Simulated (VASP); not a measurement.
# MgZn2TeS2 (Pmmm) in VASP: further runs

MgZn2TeS2 is run at these levels: PBE; tasks: relaxation of cell and atoms, single point.

Program: VASP 6.6.1. These are calculated values, not measurements. Logs are shortened: lines on timing, memory, paths and dates and some standing lists are left out, and cuts for length are marked.

## Step 1: The cell of the first run

It takes space group Pmmm (No. 47, orthorhombic). The conventional cell has a = 4.775 Å, b = 5.472 Å, c = 5.541 Å, α = 90.00°, β = 90.00°, γ = 90.00°. Mg (site symmetry mmm) has 2 S at 2.39 Å and 2 Te at 2.74 Å within 3.2 Å. Within 3.4 Å of Zn (site symmetry m2m) lie 2 Zn at 2.54 to 2.93 Å and 4 S at 2.80 to 3.05 Å. Within 3.7 Å of Te (site symmetry mmm) lie 2 Mg at 2.74 Å and 6 S at 2.77 to 3.63 Å. S (site symmetry mmm) has 2 Mg at 2.39 Å and 4 Zn at 3.05 Å within 3.2 Å. Within 3.7 Å of S (site symmetry mmm) lie 2 Te at 2.77 Å and 4 Zn at 2.80 Å.

The cell was generated, and may not be a known phase.

## Step 2: Relaxation of cell and atoms, PBE

INCAR reads:

```
SYSTEM = MgZn2TeS2
PREC     = Accurate       ! precision mode
ENCUT    = 600            ! plane-wave cutoff, eV
EDIFF    = 1E-6           ! SCF threshold, eV
ISMEAR   = 0              ! smearing method
SIGMA    = 0.1            ! smearing width, eV
LREAL    = .FALSE.        ! projectors in reciprocal space
LASPH    = .TRUE.         ! aspherical terms in the spheres
NELM     = 100            ! most SCF steps
ALGO     = Normal         ! electronic algorithm
ISIF     = 3              ! what is computed and relaxed
LWAVE    = .FALSE.        ! write WAVECAR
LCHARG   = .FALSE.        ! write CHGCAR
GGA      = PE             ! functional
IBRION   = 2              ! ionic algorithm
NSW      = 90             ! ionic steps
EDIFFG   = -0.04          ! ionic threshold
```

KPOINTS reads:

```
regular mesh
0
G
  4 4 4
  0 0 0
```

POSCAR reads:

```
MgZn2TeS2
1.0
    4.7749096791      0.0000000000      0.0000000000
    0.0000000000      5.4718775145      0.0000000000
    0.0000000000      0.0000000000      5.5409134339
Mg Zn Te S
1 2 1 2
Direct
    0.5000000000      0.5000000000      0.5000000000
    0.0000000000      0.7323068151      0.0000000000
    0.0000000000      0.2676931849      0.0000000000
    0.5000000000      0.0000000000      0.5000000000
    0.0000000000      0.5000000000      0.5000000000
    0.5000000000      0.0000000000      0.0000000000
```

Potentials or basis: VASP PAW PBE potentials, release 64 (Mg, Zn, Te, S).

Started as:

```bash
cat potpaw_PBE.64/Mg/POTCAR potpaw_PBE.64/Zn/POTCAR potpaw_PBE.64/Te/POTCAR potpaw_PBE.64/S/POTCAR > POTCAR
mpirun -np 1 vasp_std > vasp.out
```

OUTCAR:

```text
SYSTEM = MgZn2TeS2
   PREC = Accurate
   ENCUT = 600
   EDIFF = 1E-6
   ISMEAR = 0
   LREAL = .FALSE.
   LASPH = .TRUE.
   NELM = 100
   ISIF = 3
   GGA = PE
   IBRION = 2
   NSW = 90
   EDIFFG = -0.04

 ion  position               nearest neighbor table
   1  0.500  0.500  0.500-   5 2.39   5 2.39   4 2.74   4 2.74
   2  0.000  0.732  0.000-   3 2.54   6 2.80   6 2.80   3 2.93
   3  0.000  0.268  0.000-   2 2.54   6 2.80   6 2.80   2 2.93
   4  0.500  0.000  0.500-   1 2.74   1 2.74   6 2.77   6 2.77
   5  0.000  0.500  0.500-   1 2.39   1 2.39
   6  0.500  0.000  0.000-   4 2.77   4 2.77   2 2.80   3 2.80   2 2.80   3 2.80

  LATTYP: Found a simple orthorhombic cell.
 ALAT       =     4.7749096791
 B/A-ratio  =     1.1459646113
 C/A-ratio  =     1.1604226690

  Lattice vectors:

 A1 = (   4.7749096791,   0.0000000000,   0.0000000000)
 A2 = (   0.0000000000,   5.4718775145,   0.0000000000)
 A3 = (   0.0000000000,   0.0000000000,   5.5409134339)

Analysis of symmetry for initial positions (statically):
=====================================================================
 Subroutine PRICEL returns:
 Original cell was already a primitive cell.

 Routine SETGRP: Setting up the symmetry group for a
 simple orthorhombic supercell.

 Subroutine GETGRP returns: Found  8 space group operations
 (whereof  8 operations were pure point group operations)
 out of a pool of  8 trial point group operations.

The static configuration has the point symmetry D_2h.

Analysis of symmetry for dynamics (positions and initial velocities):
=====================================================================
 Subroutine PRICEL returns:
 Original cell was already a primitive cell.

 Routine SETGRP: Setting up the symmetry group for a
 simple orthorhombic supercell.

 Subroutine GETGRP returns: Found  8 space group operations
 (whereof  8 operations were pure point group operations)
 out of a pool of  8 trial point group operations.

The dynamic configuration has the point symmetry D_2h.

 Subroutine INISYM returns: Found  8 space group operations
 (whereof  8 operations are pure point group operations),
 and found     1 'primitive' translations

----------------------------------------------------------------------------------------

                                     Primitive cell

  volume of cell :     144.7714

  direct lattice vectors                    reciprocal lattice vectors
     4.774909679  0.000000000  0.000000000     0.209428045  0.000000000  0.000000000
     0.000000000  5.471877515  0.000000000     0.000000000  0.182752629  0.000000000
     0.000000000  0.000000000  5.540913434     0.000000000  0.000000000  0.180475658

  length of vectors
     4.774909679  5.471877515  5.540913434     0.209428045  0.182752629  0.180475658

  position of ions in fractional coordinates (direct lattice)
     0.500000000  0.500000000  0.500000000
     0.000000000  0.732306815  0.000000000
     0.000000000  0.267693185  0.000000000
     0.500000000  0.000000000  0.500000000
     0.000000000  0.500000000  0.500000000
     0.500000000  0.000000000  0.000000000

  ion indices of the primitive-cell ions
   primitive index   ion index
                 1           1
                 2           2
                 3           3
                 4           4
                 5           5
                 6           6

----------------------------------------------------------------------------------------

 KPOINTS: regular mesh

Automatic generation of k-mesh.
 Grid dimensions read from file:
 generate k-points for:    4    4    4

 Generating k-lattice:

  Cartesian coordinates                     Fractional coordinates (reciprocal lattice)
     0.052357011  0.000000000  0.000000000     0.250000000  0.000000000  0.000000000
     0.000000000  0.045688157  0.000000000     0.000000000  0.250000000  0.000000000
     0.000000000  0.000000000  0.045118915     0.000000000  0.000000000  0.250000000

  Length of vectors
     0.052357011  0.045688157  0.045118915

  Shift w.r.t. Gamma in fractional coordinates (k-lattice)
     0.000000000  0.000000000  0.000000000

 Subroutine IBZKPT returns following result:
 ===========================================

 Found     27 irreducible k-points:

 Following reciprocal coordinates:
            Coordinates               Weight
  0.000000  0.000000  0.000000      1.000000
  0.250000  0.000000  0.000000      2.000000
  0.500000  0.000000  0.000000      1.000000
  0.000000  0.250000  0.000000      2.000000
  0.250000  0.250000  0.000000      4.000000
  0.500000  0.250000  0.000000      2.000000
[... 16 lines left out ...]
  0.250000  0.250000  0.500000      4.000000
  0.500000  0.250000  0.500000      2.000000
 [... further k-points ...]
   k-points           NKPTS =     27   k-points in BZ     NKDIM =     27   number of bands    NBANDS=     26
   number of dos      NEDOS =    301   number of ions     NIONS =      6
   total plane-waves  NPLWV =  92160
   dimension x,y,z NGX =    40 NGY =   48 NGZ =   48
   dimension x,y,z NGXF=    80 NGYF=   96 NGZF=   96
   ions per type =               1   2   1   2
   NGX,Y,Z   is equivalent  to a cutoff of  13.93, 14.58, 14.40 a.u.
   NGXF,Y,Z  is equivalent  to a cutoff of  27.85, 29.17, 28.80 a.u.
 SYSTEM =  MgZn2TeS2
   PREC   = accura    normal or accurate (medium, high low for compatibility)
   ISTART =      0    job   : 0-new  1-cont  2-samecut
   ICHARG =      2    charge: 1-file 2-atom 10-const
   ISPIN  =      1    spin polarized calculation?
   LNONCOLLINEAR =      F non collinear calculations
   LSORBIT =      F    spin-orbit coupling
   LASPH  =      T    aspherical Exc in radial PAW
   ENCUT  =  600.0 eV  44.10 Ry    6.64 a.u.   9.54 10.93 11.07*2*pi/ulx,y,z
   NELM   =    100;   NELMIN=  2; NELMDL= -5     # of ELM steps
   EDIFF  = 0.1E-05   stopping-criterion for ELM
   LREAL  =      F    real-space projection
   EDIFFG = -.4E-01   stopping-criterion for IOM
   NSW    =     90    number of steps for IOM
   IBRION =      2    ionic relax: 0-MD 1-quasi-New 2-CG
   NFREE  =      1    steps in history (QN), initial steepest desc. (CG)
   ISIF   =      3    stress and relaxation
   ISYM   =      2    0-nonsym 1-usesym 2-fastsym
   POTIM  = 0.5000    time-step for ionic-motion
   TEBEG  =    0.0;   TEEND  =   0.0 temperature during run
   PSTRESS=    0.0 pullay stress
   NELECT =      44.0000    total number of electrons
   NUPDOWN=      -1.0000    fix difference up-down
   EMIN   =  10.00;   EMAX   =-10.00  energy-range for DOS
   EFERMI =   0.00;   METHOD = LEGACY
   ISMEAR =     0;   SIGMA  =   0.10  broadening in eV -4-tet -1-fermi 0-gaus
   EFERMI_NEDOS =   21; number of points for ismear=-14 and -15
   IALGO  =     38    algorithm
   IMIX   =      4    mixing-type and parameters
     AMIX     =   0.40;   BMIX     =  1.00
     AMIX_MAG =   1.60;   BMIX_MAG =  1.00
  volume/ion in A,a.u.               =      24.13       162.83
  Fermi-wavevector in a.u.,A,eV,Ry     =   1.100689  2.080001 16.483690  1.211517
  Thomas-Fermi vector in A             =   2.237105
   LORBIT       =      0    0 simple, 1 ext, 2 COOP (PROOUT), +10 PAW based schemes
   GGA     = PE    functional components
   LHFCALC =     F    Hartree Fock is set to
   AEXX    =    0.0000 exact exchange contribution
   IVDW    =     0    specifies the selected vdW correction
   LEPSILON=     F    determine dielectric tensor
   LRPA    =     F    only Hartree local field effects (RPA)
 conjugate gradient relaxation of ions
 non-spin polarized calculation
 Gauss-broadening in eV      SIGMA  =   0.10
  energy-cutoff  :      600.00
  volume of cell :      144.77
 maximum number of plane-waves:      4880
 NGX is ok and might be reduce to    40
   NGX = 19   NGY = 21   NGZ = 23

--------------------------------------- Ionic step        1  -------------------------------------------

 number of electron      43.9999996 magnetization

 Free energy of the ion-electron system (eV)
  ---------------------------------------------------
  ext. energy  EPLUGINS =         0.00000000
  ---------------------------------------------------
  free energy    TOTEN  =       -15.52749137 eV

  energy without entropy =      -15.51737930  energy(sigma->0) =      -15.52243533

------------------------ aborting loop because EDIFF is reached ----------------------------------------

  FORCE on cell =-STRESS in cart. coord.  units (eV):
  Direction    XX          YY          ZZ          XY          YZ          ZX
  --------------------------------------------------------------------------------------
  -------------------------------------------------------------------------------------
  Total       -0.4721891      0.8972125     -0.7572891     -0.0000000      0.0000000      0.0000000
  in kB       -5.2256895      9.9293997     -8.3808758     -0.0000000      0.0000000      0.0000000
  external PRESSURE =      -1.2257219 kB  Pullay stress =       0.0000000 kB
[... 105 lines left out ...]
  energy  without entropy=      -15.5276196223  energy(sigma->0) =      -15.53235683

--------------------------------------- Ionic step        4  -------------------------------------------

 number of electron      44.0000002 magnetization

 Free energy of the ion-electron system (eV)
  ---------------------------------------------------
  ext. energy  EPLUGINS =         0.00000000
  ---------------------------------------------------
  free energy    TOTEN  =       -15.53794584 eV

  energy without entropy =      -15.52844208  energy(sigma->0) =      -15.53319396

 E-fermi :   3.2288     XC(G=0):  -9.0879

 val. band max:        3.2218305349   @ k =   0.0000   0.0000   0.2500
 cond. band min:       3.2636594254   @ k =   0.5000   0.0000   0.5000
 fundamental gap:      0.0418288905
 Fermi energy:         3.2288051539

 k-point     1 :       0.0000    0.0000    0.0000
  band No.  band energies     occupation
      1     -10.3918      2.00000
      2      -9.2207      2.00000
      3      -6.3693      2.00000
      4      -4.2410      2.00000
      5      -4.0932      2.00000
      6      -3.9902      2.00000
[... 685 lines left out ...]
     25       4.7317      0.00000
     26       6.8983      0.00000

 [... further k-points ...]

------------------------ aborting loop because EDIFF is reached ----------------------------------------

  FORCE on cell =-STRESS in cart. coord.  units (eV):
  Direction    XX          YY          ZZ          XY          YZ          ZX
  --------------------------------------------------------------------------------------
  -------------------------------------------------------------------------------------
  Total       -0.1328901      0.0540513      0.0715011     -0.0000000      0.0000000      0.0000000
  in kB       -1.4753444      0.6000774      0.7938042     -0.0000000      0.0000000      0.0000000
  external PRESSURE =      -0.0271542 kB  Pullay stress =       0.0000000 kB
[... 21 lines left out ...]
  FREE ENERGIE OF THE ION-ELECTRON SYSTEM (eV)
  ---------------------------------------------------
  free  energy   TOTEN  =       -15.5379458399 eV

  energy  without entropy=      -15.5284420787  energy(sigma->0) =      -15.53319396

 reached required accuracy - stopping structural energy minimisation
```

Wall time 2.3 min (1 thread of AMD EPYC 9R45 (Zen 5), shared host); peak memory 0.37 GiB.

Results:

```yaml
Free_energy: -15.5379 eV
Relaxed_volume: 24.05 Å³/atom
Relaxed_cell: a = 4.737 Å, b = 5.539 Å, c = 5.500 Å, α = 90.00°, β = 90.00°, γ = 90.00°
Space_group_after_relaxing_to_0.1_Å: Pmmm (No. 47)
Energy_gained_by_relaxing: 1.7 meV/atom
Ionic_steps: 4
Pressure_after_relaxing: 0.0 GPa
Largest_force_after_relaxing: 0.026 eV/Å
Band_gap_on_the_k_mesh: zero (bands 22 and 23 overlap by 0.94 eV)
```

Forces on the atoms (eV/Å):
```
Mg   0.000  0.000  0.000
Zn   0.000 -0.026  0.000
Zn   0.000  0.026  0.000
Te   0.000  0.000  0.000
S    0.000  0.000  0.000
S    0.000  0.000  0.000
```

The path:
```csv
step,energy change (eV),largest force (eV/Å),pressure (GPa),volume (Å³)
1,0.0000,0.0611,-0.12,144.77
2,-0.0086,0.0081,-0.01,144.38
3,-0.0096,0.0161,0.05,144.19
4,-0.0105,0.0264,0.00,144.31
```

Final structure:
```
Mg Zn Te S
1.0
     4.73708    0.00000    0.00000
     0.00000    5.53859    0.00000
     0.00000    0.00000    5.50046
Mg Zn Te S
1 2 1 2
Direct
  0.50000 0.50000 0.50000
  0.00000 0.73299 0.00000
  0.00000 0.26701 0.00000
  0.50000 0.00000 0.50000
  0.00000 0.50000 0.50000
  0.50000 0.00000 0.00000
```

Caveat: spin-orbit coupling is left out, which moves the levels of the heavy elements.

## Step 3: Single point, PBE

This run uses another cell than the first one, of 23.87 Å³/atom.

INCAR reads:

```
PREC = Accurate ; ENCUT = 520
EDIFF = 1E-6 ; ISMEAR = 0
SIGMA = 0.1 ; LREAL = False
LASPH = True ; NELM = 80
ALGO = Normal ; ISIF = 2
LWAVE = False ; LCHARG = False
GGA = PE ; NBANDS = 31
```

KPOINTS reads:

```
regular mesh
0
Gamma
  8 8 8
```

POSCAR reads:

```
MgZn2TeS2
1.0
    4.8540142463      0.0000000000      0.0000000000
    0.0000000000      5.3270345944      0.0000000000
    0.0000000000      0.0000000000      5.5399098320
Mg Zn Te S
1 2 1 2
Direct
    0.5000000000      0.5000000000      0.5000000000
    0.0000000000      0.0000000000      0.2552879088
    0.0000000000      0.0000000000      0.7447120912
    0.5000000000      0.5000000000      0.0000000000
    0.0000000000      0.5000000000      0.5000000000
    0.5000000000      0.0000000000      0.0000000000
```

Potentials or basis: VASP PAW PBE potentials, release 64 (Mg, Zn, Te, S).

Started as:

```bash
cat potpaw_PBE.64/Mg/POTCAR potpaw_PBE.64/Zn/POTCAR potpaw_PBE.64/Te/POTCAR potpaw_PBE.64/S/POTCAR > POTCAR
mpirun -np 1 vasp_std > vasp.out
```

Wall time 3.5 min (1 thread of AMD EPYC 9R45 (Zen 5), shared host); peak memory 0.62 GiB.

The run converged. Its results:

* Free energy: -15.4760 eV
* Pressure: 0.0 GPa
* Band gap on the k mesh: zero (bands 22 and 23 overlap by 0.76 eV)

Levels at points of the mesh, in eV from the Fermi level:
```
           k point  band 19  band 20  band 21  band 22  band 23  band 24  band 25  band 26
(0.00, 0.00, 0.00)    -2.99    -2.10    -0.68    -0.06     0.24     1.70     2.96     3.17
(0.50, 0.00, 0.00)    -2.74    -1.48    -1.38    -0.58     1.32     1.58     3.08     3.21
(0.00, 0.50, 0.00)    -1.83    -0.88    -0.74    -0.54    -0.41     1.24     1.59     1.89
(0.50, 0.50, 0.00)    -2.50    -2.08    -1.63    -0.69     0.04     0.70     1.31     3.42
(0.00, 0.00, 0.50)    -3.16    -2.50    -0.70    -0.69    -0.20     3.13     3.25     3.45
(0.50, 0.00, 0.50)    -2.84    -2.45    -0.66     0.18     2.02     2.12     2.18     3.44
(0.00, 0.50, 0.50)    -2.37    -2.30    -1.67    -1.21    -0.48     1.26     2.21     3.95
(0.50, 0.50, 0.50)    -1.71    -1.16    -0.45    -0.02     0.62     1.52     2.16     3.80
```

Caveat: semilocal functionals underestimate gaps, and a narrow one can read as zero; spin-orbit coupling is left out, which moves the levels of the heavy elements.

The gap in the log of VASP goes by the Fermi energy; the results here count the filled bands.